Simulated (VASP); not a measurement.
Rb2NaPt:

```xyz
4
Lattice="-3.0647 3.0647 3.6378 3.0647 -3.0647 3.6378 3.0647 3.0647 -3.6378" Properties=species:S:1:pos:R:3 pbc="T T T"
Rb    0.0000    3.0647    0.0000
Rb    3.0647    0.0000    0.0000
Na    0.0000    0.0000    3.6378
Pt    0.0000    0.0000    0.0000
```

The cell was built from a structure type or drawn by symmetry, and may not be a known phase.

```yaml
Program: VASP 6.6.1
Task: relaxation of cell and atoms
Functional: PBE
Potentials_or_basis: VASP PAW PBE potentials, release 64 (Rb_sv, Na_pv, Pt)
Cutoff: 600 eV
k_mesh: 4 × 4 × 4
Occupations: gaussian, width 0.1 eV
Spin: no spin polarisation
```

At the start: pressure 3.0 GPa; volume 34.17 Å³/atom.

**Question.** How do energy, volume and symmetry change on relaxing?

**Answer.** Over 10 steps the energy falls by 155.1 meV/atom and the volume is 37.75 Å³/atom (+10.5 %); space group I4/mmm (No. 139, to 0.1 Å) before and after.

Step by step:
```
step  energy change (eV)  largest force (eV/Å)  pressure (GPa)  volume (Å³)
   1              0.0000                0.0000            2.96       136.67
   2             -0.4693                0.0000            0.55       149.11
   3             -0.5796                0.0000           -0.36       157.34
   4             -0.5889                0.0000           -0.58       160.07
   5             -0.5893                0.0000           -0.61       160.53
   6             -0.6088                0.0000           -0.42       156.86
   7             -0.6184                0.0000           -0.20       153.33
   8             -0.6192                0.0000           -0.12       151.98
   9             -0.6192                0.0000           -0.15       152.15
  10             -0.6202                0.0000           -0.05       151.02
```

Final structure:
```yaml
crystal:
  lattice:
    - [-3.39366, 3.39366, 3.27820]
    - [3.39366, -3.39366, 3.27820]
    - [3.39366, 3.39366, -3.27820]
  atoms:
    - { symbol: Rb, position: [0.50000, 0.00000, 0.50000] }
    - { symbol: Rb, position: [0.00000, 0.50000, 0.50000] }
    - { symbol: Na, position: [0.50000, 0.50000, 0.00000] }
    - { symbol: Pt, position: [0.00000, 0.00000, 0.00000] }
```
